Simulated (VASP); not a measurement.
Set up this calculation in VASP 6.6.1, as the native input.

| Item | Value |
| --- | --- |
| Task | single point |
| Functional | r2SCAN |
| Potentials or basis | VASP PAW PBE potentials, release 64 (Ir) |
| Cutoff | 520 eV |
| k mesh | 18 × 18 × 18 |
| Occupations | gaussian, width 0.1 eV |
| Spin | no spin polarisation |
| Dipole correction | no |
| Further INCAR settings | ALGO = Normal; EDIFF = 1e-06; NBANDS = 10 |

The system is Ir.

```
CELL_PARAMETERS angstrom
0.00000 1.98412 1.98412
1.98412 0.00000 1.98412
1.98412 1.98412 0.00000
ATOMIC_POSITIONS crystal
Ir 0.00000 0.00000 0.00000
```

This cell differs from its parent crystal: volume scaled by 1.10.

One way to write it, as run:

POSCAR

```
Ir
1.0
    0.0000000000      1.9841247374      1.9841247374
    1.9841247374      0.0000000000      1.9841247374
    1.9841247374      1.9841247374      0.0000000000
Ir
1
Direct
    0.0000000000      0.0000000000      0.0000000000
```

INCAR.step1

```
SYSTEM = Ir
  PREC = Accurate
  ENCUT = 520
  ISMEAR = 0
  SIGMA = 0.1
  LREAL = .False.
  LASPH = .True.
  NELM = 80
  NBANDS = 10
  GGA = PE
  ALGO = Normal
  EDIFF = 1E-4
  LWAVE = .True.
  LCHARG = .False.
```

INCAR.step2

```
SYSTEM = Ir
  PREC = Accurate
  ENCUT = 520
  EDIFF = 1E-6
  ISMEAR = 0
  SIGMA = 0.1
  LREAL = .False.
  LASPH = .True.
  NELM = 80
  ALGO = Normal
  ISIF = 2
  LWAVE = .False.
  LCHARG = .False.
  METAGGA = R2SCAN
  LMIXTAU = .True.
  NBANDS = 10
  ISTART = 1
```

KPOINTS

```
regular mesh
0
Gamma
  18 18 18
  0 0 0
```

Potentials or basis: VASP PAW PBE potentials, release 64 (Ir).

Command:

```sh
$ cat potpaw_PBE.64/Ir/POTCAR > POTCAR
$ cp INCAR.step1 INCAR
$ mpirun -np 1 vasp_std > vasp.out
$ cp INCAR.step2 INCAR
$ mpirun -np 1 vasp_std > vasp.out
```

Results of the run:

```
Pressure : -26.7 GPa
```

Caveat: the PAW data sets were made with another functional, which shifts forces and pressure a little.

Wall time 4.3 min on 1 thread of AMD EPYC 7R13 (shared host), peak memory 0.14 GiB.
